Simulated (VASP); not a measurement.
The system is FeGe.

```
Ge Fe
1.0
     5.06337    0.00000    0.00000
    -2.53168    4.38501    0.00000
     0.00000    0.00000    4.16992
Ge Fe
3 3
Direct
  0.66667 0.33333 0.50000
  0.33333 0.66667 0.50000
  0.00000 0.00000 0.00000
  0.00000 0.50000 0.00000
  0.50000 0.50000 0.00000
  0.50000 0.00000 0.00000
```

This cell differs from its parent crystal: volume scaled by 1.04.

Base run:

```yaml
Program: VASP 6.6.1
Functional: PBEsol
Potentials_or_basis: VASP PAW PBE potentials, release 64 (Ge_d, Fe)
Cutoff: 520 eV
k_mesh: 6 × 6 × 7
Occupations: fermi-dirac, width 0.05 eV
Spin: collinear spin, ferromagnetic start
Starting_moments: "[0.0, 0.0, 0.0, 3.0, 3.0, 3.0] μB"
```

Its results: pressure -13.9 GPa; net moment 4.48 μB per cell; site moments Ge -0.06, -0.09; Fe +1.58 μB.

Question: The run is repeated on the same cell with these changes: functional from PBEsol to PBE. What comes out?

Answer: Pressure -8.0 GPa; net moment 4.59 μB per cell; site moments Ge -0.06, -0.10; Fe +1.63 μB.

PBE binds less tightly than PBEsol, so the same cell stands under more pressure.

Caveats: the PAW data sets were made with another functional, which shifts forces and pressure a little (some runs).
